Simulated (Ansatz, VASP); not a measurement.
# F in VASP and in Ansatz

The input POSCAR:

```
F
1.0
    2.5563224246     -1.5840272486      0.0000000000
    2.5563224246      1.5840272486      0.0000000000
   -0.5621106040      0.0000000000      6.5977088989
F
4
Direct
    0.5958328800      0.9153359700      0.5979555000
    0.0846640300      0.4041671200      0.9020445000
    0.4041671200      0.0846640300      0.4020445000
    0.9153359700      0.5958328800      0.0979555000
```

INCAR.step1

```
SYSTEM = F
  ALGO = Normal
  EDIFF = 1E-4
  ENCUT = 520
  GGA = PE
  ISMEAR = -1
  LASPH = .TRUE.
  LCHARG = .FALSE.
  LREAL = .FALSE.
  LWAVE = .TRUE.
  NBANDS = 22
  NELM = 100
  PREC = Accurate
  SIGMA = 0.03
```

The input INCAR.step2:

```
SYSTEM = F
  ALGO = Normal
  EDIFF = 1E-8
  ENCUT = 520
  ISIF = 2
  ISMEAR = -1
  ISTART = 1
  LASPH = .TRUE.
  LCHARG = .FALSE.
  LEFG = .TRUE.
  LMIXTAU = .TRUE.
  LREAL = .FALSE.
  LWAVE = .FALSE.
  METAGGA = R2SCAN
  NBANDS = 22
  NELM = 100
  PREC = Accurate
  SIGMA = 0.03
```

Contents of KPOINTS:

```
k-points
0
G
  10 10 4
  0 0 0
```

Input for Ansatz:

```yaml
crystal:
  lattice:
    - [2.5563224246, -1.5840272486, 0.0]
    - [2.5563224246, 1.5840272486, 0.0]
    - [-0.562110604, 0.0, 6.5977088989]
  atoms:
    - { symbol: F, position: [0.59583288, 0.91533597, 0.5979555] }
    - { symbol: F, position: [0.08466403, 0.40416712, 0.9020445] }
    - { symbol: F, position: [0.40416712, 0.08466403, 0.4020445] }
    - { symbol: F, position: [0.91533597, 0.59583288, 0.0979555] }
kpoints:
  mp_grid: { grid: [10, 10, 4] }
  band_path:
    path:
      - [0.0, 0.0, 0.0]
      - [-0.3466885531, 0.3466885531, 0.0]
      - [-0.6533114469, -0.3466885531, 0.0]
      - [-0.5, -0.5, 0.0]
      - [0.0, 0.0, 0.0]
      - [-0.5, -0.5, 0.5]
      - [-0.6596489057, -0.3403510943, 0.5]
      - [-0.3403510943, 0.3403510943, 0.5]
      - [0.0, 0.0, 0.5]
    npoints: 8
scf:
  occupations: { method: fermi_dirac, width: 0.03 }
hamiltonian:
  xc: r2scan
  pseudopotentials: { kind: paw }
output:
  forces: true
  stress: true
  eigenvalues: true
  efg: { contact_densities: true }
  populations: true
  bader: true
  dos: { projected: true, de: 0.2, e_range: [-14, 8] }
```

Alike in both runs: task electric field gradients; functional r2SCAN; k mesh 10 × 10 × 4; occupations fermi-dirac, width 0.03 eV; no spin polarisation.

|  | VASP | Ansatz |
| --- | --- | --- |
| version | VASP 6.6.1 | Ansatz 0.2.0 |
| potentials or method | VASP PAW PBE potentials, release 64 (F) | PAW with Ansatz's default frozen-core files, scalar-relativistic |
| plane-wave cutoff (eV) | 520 | 500 |
| valence electrons in the cell | 28 | 28 |

|  | VASP | Ansatz | Ansatz less VASP |
| --- | --- | --- | --- |
| gap on the k mesh at the Fermi level (eV) | 3.51 | 3.59 | +0.085 |
| pressure (GPa) | 0.0 | -0.8 | -0.78 |
| traceless stress, the component that is largest in VASP (GPa) | 0.33 | -1.94 | -2.268 |
| rms of the force components (eV/Å) | 0.029 | 0.283 | +0.2543 |
| size of Vzz on the site where it differs most (V/Å²) | 634.6 | 623.5 | -11.08 |

VASP's potentials were made for PBE, not for r2SCAN. Atom by atom the forces differ by 0.311 eV/Å (rms over components).
